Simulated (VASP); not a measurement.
**SrCuS2: single point with LDA**

SrCuS2:

```
Sr Cu S
1.0
     4.23019    0.00000    0.00000
     0.00000    4.23019    0.00000
     0.00000    0.00000    8.75801
Sr Cu S
2 2 4
Direct
  0.25000 0.25000 0.68831
  0.75000 0.75000 0.31169
  0.25000 0.25000 0.10230
  0.75000 0.75000 0.89770
  0.25000 0.25000 0.35900
  0.75000 0.75000 0.64100
  0.75000 0.25000 0.00000
  0.25000 0.75000 0.00000
```

```yaml
Program: VASP 6.6.1
Task: single point
Functional: LDA
Potentials_or_basis: VASP PAW LDA potentials, release 64 (Sr_sv, Cu, S)
Cutoff: 520 eV
k_mesh: 4 × 4 × 2
Occupations: fermi-dirac, width 0.1 eV
Spin: collinear spin, zero start
Starting_moments: "[0.0, 0.0, 0.0, 0.0, 0.0, 0.0, 0.0, 0.0] μB"
Dipole_correction: no
Further_INCAR_settings: ALGO = Normal; EDIFF = 1e-06; NBANDS = 47
```

```
Pressure                                              : 0.3 GPa
Largest force                                         : 0.027 eV/Å
Band gap on the k mesh                                : zero (filled and empty bands overlap)
Net moment                                            : 0.00 μB per cell
Valence electrons inside the program's atomic spheres : Sr 7.99; Cu 10.11; S 3.76, 3.68 (each value once)
```

Forces in eV/Å, atoms in the order of the input:
```
Sr   0.000  0.000  0.013
Sr   0.000  0.000 -0.013
Cu   0.000  0.000  0.027
Cu   0.000  0.000 -0.027
S    0.000  0.000 -0.001
S    0.000  0.000  0.001
S    0.000  0.000  0.000
S    0.000  0.000  0.000
```

Levels at points of the mesh, in eV from the Fermi level:
Spin up:
| k point | band 29 | band 30 | band 31 | band 32 | band 33 | band 34 | band 35 | band 36 | band 37 | band 38 |
| --- | --- | --- | --- | --- | --- | --- | --- | --- | --- | --- |
| (0.00, 0.00, 0.00) | -1.11 | -1.11 | -0.31 | 0.14 | 0.14 | 0.14 | 1.12 | 1.84 | 3.00 | 3.32 |
| (0.50, 0.00, 0.00) | -1.82 | -1.82 | -0.89 | -0.89 | -0.69 | -0.69 | 4.31 | 4.31 | 5.15 | 5.15 |
| (0.50, 0.50, 0.00) | -1.95 | -1.95 | -0.99 | -0.99 | 1.57 | 1.57 | 3.03 | 3.03 | 4.56 | 4.56 |
| (0.00, 0.00, 0.50) | -0.61 | -0.43 | -0.43 | -0.34 | -0.09 | -0.09 | 1.27 | 2.38 | 2.63 | 3.30 |
| (0.50, 0.00, 0.50) | -1.60 | -1.60 | -0.86 | -0.86 | -0.60 | -0.60 | 4.57 | 4.57 | 4.75 | 4.75 |
| (0.50, 0.50, 0.50) | -1.71 | -1.71 | -1.07 | -1.07 | 1.57 | 1.57 | 3.31 | 3.31 | 4.24 | 4.24 |
Spin down:
| k point | band 31 | band 32 | band 33 | band 34 | band 35 | band 36 |
| --- | --- | --- | --- | --- | --- | --- |
| (0.00, 0.00, 0.00) | -0.31 | 0.14 | 0.14 | 0.14 | 1.12 | 1.84 |
| (0.50, 0.00, 0.00) | -0.89 | -0.89 | -0.69 | -0.69 | 4.31 | 4.31 |
| (0.50, 0.50, 0.00) | -0.99 | -0.99 | 1.57 | 1.57 | 3.03 | 3.03 |
| (0.00, 0.00, 0.50) | -0.43 | -0.34 | -0.09 | -0.09 | 1.27 | 2.38 |
| (0.50, 0.00, 0.50) | -0.86 | -0.86 | -0.60 | -0.60 | 4.57 | 4.57 |
| (0.50, 0.50, 0.50) | -1.07 | -1.07 | 1.57 | 1.57 | 3.31 | 3.31 |

Run time: 3.6 min on 1 thread of AMD EPYC 7R13 Processor (Zen 3), with other jobs on the host, peak memory 0.27 GiB.

Caveat: the k points lie up to 0.37 Å⁻¹ apart, too coarse for converged energies and pressures of a metal. With open d or f shells a metallic result of LDA can be an artefact of self-interaction; +U or a hybrid may open a gap.
